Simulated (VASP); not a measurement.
# SiW8C8 in VASP: further runs

Runs on SiW8C8. Level: PBEsol. Tasks: single point.

Program: VASP 6.6.1. These are calculated values, not measurements. Logs are shortened: lines on timing, memory, paths and dates and some standing lists are left out, and cuts for length are marked.

### Step 1. The cell of the first run

The cell holds a slab with vacuum, 17 atoms: a = 5.792 Å, b = 5.792 Å, c = 16.258 Å, α = 90.00°, β = 90.00°, γ = 120.00°.

### Step 2. Single point, PBEsol

The input, INCAR:

```
SYSTEM = SiW8C8
PREC = Accurate
ENCUT = 520
EDIFF = 1E-6
ISMEAR = -1
SIGMA = 0.15
LREAL = .False.
LASPH = .True.
NELM = 120
ALGO = Normal
ISIF = 2
LWAVE = .False.
LCHARG = .True.
GGA = PS
LELF = .True.
LVHAR = .True.
NBANDS = 88
GGA_COMPAT = .False.
NELMDL = -8
```

The input, KPOINTS:

```
Automatic mesh
0
Gamma
  3 3 1
  0 0 0
```

The input, POSCAR:

```
SiW8C8
1.0
    5.7920000000      0.0000000000      0.0000000000
   -2.8960000000      5.0160190000      0.0000000000
    0.0000000000      0.0000000000     16.2583500000
W C Si
8 8 1
Direct
    0.0000000000      0.0000000000      0.0615068565
   -0.0016094707      0.0040669702      0.2389971922
   -0.0000009470      0.4999981061      0.0615068565
   -0.0055162243      0.4989813635      0.2346794109
    0.5000000000      0.0000000000      0.0615068565
    0.5005057379     -0.0043062038      0.2419864254
    0.4999990530      0.4999981061      0.0615068565
    0.4996565605      0.4986225132      0.2365984248
    0.3309428946      0.1714507062      0.1469460308
    0.3280418043      0.1646126141      0.3165450369
    0.3587052346      0.6701729001      0.1389808929
    0.3062511869      0.6673020975      0.3170801465
    0.8406561485      0.2008564960      0.1471551541
    0.8452881134      0.1907488787      0.3181134617
    0.8440651177      0.6722462574      0.1409675644
    0.8159426719      0.6612016422      0.3107633923
    0.1718514869      0.3474667859      0.3691641526
```

Potentials or basis: VASP PAW PBE potentials, release 64 (W_sv, C, Si).

Command:

```console
$ cat potpaw_PBE.64/W_sv/POTCAR potpaw_PBE.64/C/POTCAR potpaw_PBE.64/Si/POTCAR > POTCAR
$ mpirun -np 1 vasp_std > vasp.out
```

OUTCAR:

```text
SYSTEM = SiW8C8
   PREC = Accurate
   ENCUT = 520
   EDIFF = 1E-6
   ISMEAR = -1
   LREAL = .False.
   LASPH = .True.
   NELM = 120
   ISIF = 2
   GGA = PS
   NELMDL = -8

 ion  position               nearest neighbor table
   1  0.000  0.000  0.062-  15 2.09   9 2.16  13 2.28   2 2.89   7 2.90   3 2.90   5 2.90   5 2.90
                             3 2.90   7 2.90
   2  0.998  0.004  0.239-  16 2.08  10 2.08  14 2.14   9 2.24  15 2.31  13 2.32  17 2.73   6 2.86
                             4 2.88   8 2.88   1 2.89   8 2.91   4 2.92   6 2.93
   3  1.000  0.500  0.062-  13 2.05  15 2.09  11 2.20   4 2.82   5 2.90   1 2.90   7 2.90   7 2.90
                             1 2.90   5 2.90
   4  0.994  0.499  0.235-  14 2.06  12 2.06  13 2.06  16 2.11  15 2.23  11 2.40  17 2.74   3 2.82
                             8 2.87   2 2.88   6 2.89   6 2.91   2 2.92   8 2.93
   5  0.500  0.000  0.062-  11 2.08   9 2.20  13 2.21   3 2.90   7 2.90   1 2.90   1 2.90   7 2.90
                             3 2.90   6 2.93
   6  0.501  0.996  0.242-  12 2.06  10 2.10  14 2.13  13 2.31   9 2.32  11 2.34   2 2.86   8 2.88
                             4 2.89   4 2.91   8 2.92   2 2.93   5 2.93
   7  0.500  0.500  0.062-  11 2.01   9 2.16  15 2.16   8 2.85   1 2.90   5 2.90   3 2.90   3 2.90
                             5 2.90   1 2.90
   8  0.500  0.499  0.237-  16 1.99  10 2.12   9 2.20  11 2.23  12 2.24  15 2.32  17 2.71   7 2.85
                             4 2.87   6 2.88   2 2.88   2 2.91   6 2.92   4 2.93
   9  0.331  0.171  0.147-   7 2.16   1 2.16   8 2.20   5 2.20   2 2.24   6 2.32
  10  0.328  0.165  0.317-  17 1.91   2 2.08   6 2.10   8 2.12
  11  0.359  0.670  0.139-   7 2.01   5 2.08   3 2.20   8 2.23   6 2.34   4 2.40
  12  0.306  0.667  0.317-  17 1.82   6 2.06   4 2.06   8 2.24
  13  0.841  0.201  0.147-   3 2.05   4 2.06   5 2.21   1 2.28   6 2.31   2 2.32
  14  0.845  0.191  0.318-  17 1.84   4 2.06   6 2.13   2 2.14
  15  0.844  0.672  0.141-   1 2.09   3 2.09   7 2.16   4 2.23   2 2.31   8 2.32
  16  0.816  0.661  0.311-   8 1.99   2 2.08   4 2.11
  17  0.172  0.347  0.369-  12 1.82  14 1.84  10 1.91   8 2.71   2 2.73   4 2.74

  LATTYP: Found a hexagonal cell.
 ALAT       =     5.7920000000
 C/A-ratio  =     2.8070355663

  Lattice vectors:

 A1 = (   5.7920000000,   0.0000000000,   0.0000000000)
 A2 = (  -2.8960000000,   5.0160190000,   0.0000000000)
 A3 = (   0.0000000000,   0.0000000000,  16.2583500000)

Analysis of symmetry for initial positions (statically):
=====================================================================
 Subroutine PRICEL returns:
 Original cell was already a primitive cell.

 Routine SETGRP: Setting up the symmetry group for a
 hexagonal supercell.

 Subroutine GETGRP returns: Found  1 space group operations
 (whereof  1 operations were pure point group operations)
 out of a pool of 24 trial point group operations.

The static configuration has the point symmetry C_1 .

Analysis of symmetry for dynamics (positions and initial velocities):
=====================================================================
 Subroutine PRICEL returns:
 Original cell was already a primitive cell.

 Routine SETGRP: Setting up the symmetry group for a
 hexagonal supercell.

 Subroutine GETGRP returns: Found  1 space group operations
 (whereof  1 operations were pure point group operations)
 out of a pool of 24 trial point group operations.

The dynamic configuration has the point symmetry C_1 .

 Subroutine INISYM returns: Found  1 space group operations
 (whereof  1 operations are pure point group operations),
 and found     1 'primitive' translations

----------------------------------------------------------------------------------------

                                     Primitive cell

  volume of cell :     472.3503

  direct lattice vectors                    reciprocal lattice vectors
     5.792000000  0.000000000  0.000000000     0.172651934  0.099680643  0.000000000
    -2.896000000  5.016019000  0.000000000     0.000000000  0.199361286  0.000000000
     0.000000000  0.000000000 16.258350000     0.000000000  0.000000000  0.061506856

  length of vectors
     5.792000000  5.791999880 16.258350000     0.199361282  0.199361286  0.061506856

  position of ions in fractional coordinates (direct lattice)
     0.000000000  0.000000000  0.061506857
     0.998390529  0.004066970  0.238997192
     0.999999053  0.499998106  0.061506857
     0.994483776  0.498981364  0.234679411
     0.500000000  0.000000000  0.061506857
     0.500505738  0.995693796  0.241986425
[... 9 lines left out ...]
     0.815942672  0.661201642  0.310763392
     0.171851487  0.347466786  0.369164153

  ion indices of the primitive-cell ions
   primitive index   ion index
                 1           1
                 2           2
                 3           3
                 4           4
                 5           5
                 6           6
[... 9 lines left out ...]
                16          16
                17          17

----------------------------------------------------------------------------------------

 KPOINTS: Automatic mesh

Automatic generation of k-mesh.
 Grid dimensions read from file:
 generate k-points for:    3    3    1

 Generating k-lattice:

  Cartesian coordinates                     Fractional coordinates (reciprocal lattice)
     0.057550645  0.033226881  0.000000000     0.333333333  0.000000000  0.000000000
     0.000000000  0.066453762  0.000000000     0.000000000  0.333333333  0.000000000
     0.000000000  0.000000000  0.061506856     0.000000000  0.000000000  1.000000000

  Length of vectors
     0.066453761  0.066453762  0.061506856

  Shift w.r.t. Gamma in fractional coordinates (k-lattice)
     0.000000000  0.000000000  0.000000000

 Subroutine IBZKPT returns following result:
 ===========================================

 Found      5 irreducible k-points:

 Following reciprocal coordinates:
            Coordinates               Weight
  0.000000  0.000000  0.000000      1.000000
  0.333333  0.000000  0.000000      2.000000
  0.000000  0.333333  0.000000      2.000000
 -0.333333  0.333333  0.000000      2.000000
  0.333333  0.333333  0.000000      2.000000
   k-points           NKPTS =      5   k-points in BZ     NKDIM =      5   number of bands    NBANDS=     88
   number of dos      NEDOS =    301   number of ions     NIONS =     17
   total plane-waves  NPLWV = 290304
   dimension x,y,z NGX =    48 NGY =   48 NGZ =  126
   dimension x,y,z NGXF=    96 NGYF=   96 NGZF=  252
   ions per type =               8   8   1
   NGX,Y,Z   is equivalent  to a cutoff of  13.78, 13.78, 12.88 a.u.
   NGXF,Y,Z  is equivalent  to a cutoff of  27.55, 27.55, 25.77 a.u.
 SYSTEM =  SiW8C8
   PREC   = accura    normal or accurate (medium, high low for compatibility)
   ISTART =      0    job   : 0-new  1-cont  2-samecut
   ICHARG =      2    charge: 1-file 2-atom 10-const
   ISPIN  =      1    spin polarized calculation?
   LNONCOLLINEAR =      F non collinear calculations
   LSORBIT =      F    spin-orbit coupling
   LASPH  =      T    aspherical Exc in radial PAW
   ENCUT  =  520.0 eV  38.22 Ry    6.18 a.u.  10.77 10.77 30.23*2*pi/ulx,y,z
   NELM   =    120;   NELMIN=  2; NELMDL= -8     # of ELM steps
   EDIFF  = 0.1E-05   stopping-criterion for ELM
   LREAL  =      F    real-space projection
   EDIFFG = 0.1E-04   stopping-criterion for IOM
   NSW    =      0    number of steps for IOM
   IBRION =     -1    ionic relax: 0-MD 1-quasi-New 2-CG
   NFREE  =      0    steps in history (QN), initial steepest desc. (CG)
   ISIF   =      2    stress and relaxation
   ISYM   =      2    0-nonsym 1-usesym 2-fastsym
   POTIM  = 0.5000    time-step for ionic-motion
   TEBEG  =    0.0;   TEEND  =   0.0 temperature during run
   PSTRESS=    0.0 pullay stress
   NELECT =     148.0000    total number of electrons
   NUPDOWN=      -1.0000    fix difference up-down
   EMIN   =  10.00;   EMAX   =-10.00  energy-range for DOS
   EFERMI =   0.00;   METHOD = LEGACY
   ISMEAR =    -1;   SIGMA  =   0.15  broadening in eV -4-tet -1-fermi 0-gaus
   EFERMI_NEDOS =   21; number of points for ismear=-14 and -15
   IALGO  =     38    algorithm
   IMIX   =      4    mixing-type and parameters
     AMIX     =   0.40;   BMIX     =  1.00
     AMIX_MAG =   1.60;   BMIX_MAG =  1.00
  volume/ion in A,a.u.               =      27.79       187.50
  Fermi-wavevector in a.u.,A,eV,Ry     =   1.111921  2.101226 16.821818  1.236369
  Thomas-Fermi vector in A             =   2.248490
   LORBIT       =      0    0 simple, 1 ext, 2 COOP (PROOUT), +10 PAW based schemes
   GGA     = PS    functional components
   LHFCALC =     F    Hartree Fock is set to
   AEXX    =    0.0000 exact exchange contribution
   IVDW    =     0    specifies the selected vdW correction
   LEPSILON=     F    determine dielectric tensor
   LRPA    =     F    only Hartree local field effects (RPA)
 non-spin polarized calculation
  energy-cutoff  :      520.00
  volume of cell :      472.35
 maximum number of plane-waves:     12742
 NGX is ok and might be reduce to    48
   NGX = 21   NGY = 21   NGZ = 61

 number of electron     147.9999988 magnetization

 Free energy of the ion-electron system (eV)
  ---------------------------------------------------
  ext. energy  EPLUGINS =         0.00000000
  ---------------------------------------------------
  free energy    TOTEN  =      -180.19234708 eV

  energy without entropy =     -179.68524576  energy(sigma->0) =     -179.93879642

 E-fermi :   0.9332     XC(G=0):  -6.4666

 val. band max:        0.9203000876   @ k =   0.0000   0.0000   0.0000
 cond. band min:       1.0725720149   @ k =   0.0000   0.0000   0.0000
 fundamental gap:      0.1522719272
 Fermi energy:         0.9332067201

 k-point     1 :       0.0000    0.0000    0.0000
  band No.  band energies     occupation
      1     -72.9702      2.00000
      2     -72.9192      2.00000
      3     -72.8789      2.00000
      4     -72.8297      2.00000
      5     -72.8095      2.00000
      6     -72.7976      2.00000
[... 78 lines left out ...]
     85       4.2522      0.00000
     86       4.4161      0.00000

 k-point     2 :       0.3333    0.0000    0.0000
  band No.  band energies     occupation
      1     -72.9682      2.00000
      2     -72.9083      2.00000
      3     -72.8864      2.00000
      4     -72.8274      2.00000
      5     -72.8155      2.00000
      6     -72.7959      2.00000
[... 78 lines left out ...]
     85       3.7797      0.00000
     86       3.8676      0.00000

 k-point     3 :       0.0000    0.3333    0.0000
  band No.  band energies     occupation
      1     -72.9685      2.00000
      2     -72.9117      2.00000
      3     -72.8786      2.00000
      4     -72.8376      2.00000
      5     -72.8096      2.00000
      6     -72.7937      2.00000
[... 78 lines left out ...]
     85       3.7468      0.00000
     86       3.8597      0.00000

 k-point     4 :      -0.3333    0.3333    0.0000
  band No.  band energies     occupation
      1     -72.9681      2.00000
      2     -72.9083      2.00000
      3     -72.8862      2.00000
      4     -72.8276      2.00000
      5     -72.8153      2.00000
      6     -72.7977      2.00000
[... 78 lines left out ...]
     85       3.7437      0.00000
     86       3.8198      0.00000

 k-point     5 :       0.3333    0.3333    0.0000
  band No.  band energies     occupation
      1     -72.9673      2.00000
      2     -72.9026      2.00000
      3     -72.8877      2.00000
      4     -72.8335      2.00000
      5     -72.8137      2.00000
      6     -72.7947      2.00000
[... 78 lines left out ...]
     85       3.4957      0.00000
     86       3.5631      0.00000
 [bands above 86 left out]

------------------------ aborting loop because EDIFF is reached ----------------------------------------

  FORCE on cell =-STRESS in cart. coord.  units (eV):
  Direction    XX          YY          ZZ          XY          YZ          ZX
  --------------------------------------------------------------------------------------
  -------------------------------------------------------------------------------------
  Total       -5.9194243     -1.4133783     -7.5221354      1.1310122     -1.0026167      1.2116256
  in kB      -20.0782501     -4.7940747    -25.5145278      3.8363098     -3.4008019      4.1097447
  external PRESSURE =     -16.7956175 kB  Pullay stress =       0.0000000 kB

 VOLUME and BASIS-vectors are now :
 -----------------------------------------------------------------------------
  energy-cutoff  :      520.00
  volume of cell :      472.35
      direct lattice vectors                 reciprocal lattice vectors
     5.792000000  0.000000000  0.000000000     0.172651934  0.099680643  0.000000000
    -2.896000000  5.016019000  0.000000000     0.000000000  0.199361286  0.000000000
     0.000000000  0.000000000 16.258350000     0.000000000  0.000000000  0.061506856

 POSITION                                       TOTAL-FORCE (eV/Angst)
 -----------------------------------------------------------------------------------
      0.00000      0.00000      1.00000         0.029947      0.639151      0.985071
      5.77090      0.02040      3.88570         0.055862     -0.917069     -0.601933
      4.34400      2.50800      1.00000         0.265716      0.454477     -0.241807
      4.31500      2.50290      3.81550        -0.391010      1.949372      0.978307
      2.89600      0.00000      1.00000         0.100504      0.693188      1.327291
      0.01540      4.99442      3.93430        -0.581536      0.918032      0.154276
[... 9 lines left out ...]
      2.81110      3.31660      5.05250         0.523384      0.334985     -1.837858
     -0.01090      1.74290      6.00200         0.214379     -0.559004      0.507505
 -----------------------------------------------------------------------------------
    total drift:                               -0.000076     -0.000188      0.000061

  FREE ENERGIE OF THE ION-ELECTRON SYSTEM (eV)
  ---------------------------------------------------
  free  energy   TOTEN  =      -180.1923470762 eV

  energy  without entropy=     -179.6852457636  energy(sigma->0) =     -179.93879642
```

It took 5.9 min on 1 thread of Intel Xeon 6975P-C (Granite Rapids), shared host; peak memory 0.7 GiB.

What came out:

```yaml
Free_energy: -180.1923 eV
Largest_force: 3.451 eV/Å
Band_gap_on_the_k_mesh: zero (bands 74 and 75 overlap by 0.69 eV)
```

Forces in eV/Å, atoms in the order of the input:
```
W    0.030  0.639  0.985
W    0.056 -0.917 -0.602
W    0.266  0.454 -0.242
W   -0.391  1.949  0.978
W    0.101  0.693  1.327
W   -0.582  0.918  0.154
W    0.682 -0.307 -0.254
W   -0.045  0.675  0.159
C    0.559 -0.554 -0.717
C   -0.182  0.358  0.003
C   -1.921  0.385  1.301
C    1.498  0.518 -0.493
C    0.585 -3.189 -1.182
C   -0.711 -1.432 -0.435
C   -0.682  0.033  0.347
C    0.523  0.335 -1.838
Si   0.214 -0.559  0.508
```

Levels at points of the mesh, in eV from the Fermi level:
| k point | band 72 | band 73 | band 74 | band 75 | band 76 | band 77 | band 78 | band 79 |
| --- | --- | --- | --- | --- | --- | --- | --- | --- |
| (0.00, 0.00, 0.00) | 0.26 | 0.39 | 0.47 | 0.59 | 0.67 | 1.00 | 1.61 | 2.08 |

Caveat: the k points lie up to 0.42 Å⁻¹ apart, too coarse for converged energies and pressures of a metal; there is no dipole correction, which matters where the two faces differ; the PAW data sets were made with another functional, which shifts forces and pressure a little; spin-orbit coupling is left out, which moves the levels of the heavy elements.

### Step 3. Single point, PBEsol

The input, INCAR:

```
PREC = Accurate
ENCUT = 520
EDIFF = 1E-6
ISMEAR = -1
SIGMA = 0.15
LREAL = False
LASPH = True
NELM = 120
ALGO = Normal
ISIF = 2
LWAVE = False
LCHARG = False
GGA = PS
NBANDS = 88
GGA_COMPAT = False
NELMDL = -8
```

The input, KPOINTS:

```
regular mesh
0
Gamma
  3 3 1
```

The input, POSCAR:

```
SiW8C8
1.0
    5.7920000000      0.0000000000      0.0000000000
   -2.8960000000      5.0160190000      0.0000000000
    0.0000000000      0.0000000000     16.2583500000
W C Si
8 8 1
Direct
    0.0000000000      0.0000000000      0.0615068565
   -0.0126919238     -0.0018341238      0.2348147260
   -0.0000009470      0.4999981061      0.0615068565
   -0.0126687059      0.4898904889      0.2341012464
    0.5000000000      0.0000000000      0.0615068565
    0.4933577463      0.0148922881      0.2436594119
    0.4999990530      0.4999981061      0.0615068565
    0.4925911483      0.5041049486      0.2316286708
    0.3364096740      0.1759961436      0.1435016468
    0.3149962594      0.1779897564      0.3147059818
    0.3330243419      0.6874575236      0.1419209206
    0.3143979402      0.6499975379      0.3130083926
    0.8294950224      0.1815383873      0.1427082084
    0.8278421109      0.1651110173      0.3121103925
    0.8262439348      0.6609823448      0.1404755095
    0.8133279569      0.6404680684      0.3017956927
    0.1399278220      0.3286470805      0.3740662490
```

Potentials or basis: VASP PAW PBE potentials, release 64 (W_sv, C, Si).

Command:

```console
$ cat potpaw_PBE.64/W_sv/POTCAR potpaw_PBE.64/C/POTCAR potpaw_PBE.64/Si/POTCAR > POTCAR
$ mpirun -np 1 vasp_std > vasp.out
```

Wall time 5.8 min (1 thread of Intel Xeon 6975P-C (Granite Rapids), shared host); peak memory 0.7 GiB.

It converged, with:

| Property | Result |
| --- | --- |
| Free energy | -180.6141 eV |
| Largest force | 2.518 eV/Å |
| Band gap on the k mesh | zero (bands 74 and 75 overlap by 0.62 eV) |

Forces in eV/Å, atoms in the order of the input:
```
W   -0.251  0.248  0.376
W    0.625 -0.553 -0.301
W   -0.102  0.368 -0.447
W    0.354  1.997 -0.302
W   -0.385  0.672  0.627
W   -0.241 -2.325 -0.935
W   -0.542  0.297 -0.611
W   -0.608 -0.046  0.824
C   -0.263 -0.654 -0.023
C    0.543 -0.646 -0.031
C    0.505 -1.042  0.501
C   -0.087  1.111 -0.113
C    0.511 -1.430 -0.171
C   -0.399 -0.313  1.104
C    0.003  0.762  0.164
C   -0.210  1.402 -0.108
Si   0.547  0.151 -0.552
```

Levels at points of the mesh, in eV from the Fermi level:
```
           k point  band 71  band 72  band 73  band 74  band 75  band 76  band 77  band 78  band 79  band 80
(0.00, 0.00, 0.00)     0.14     0.20     0.26     0.47     0.52     0.63     1.12     1.51     2.10     2.18
```

Caveat: the k points lie up to 0.42 Å⁻¹ apart, too coarse for converged energies and pressures of a metal; there is no dipole correction, which matters where the two faces differ; the PAW data sets were made with another functional, which shifts forces and pressure a little; spin-orbit coupling is left out, which moves the levels of the heavy elements.

The gap in the log of VASP goes by the Fermi energy; the results here count the filled bands.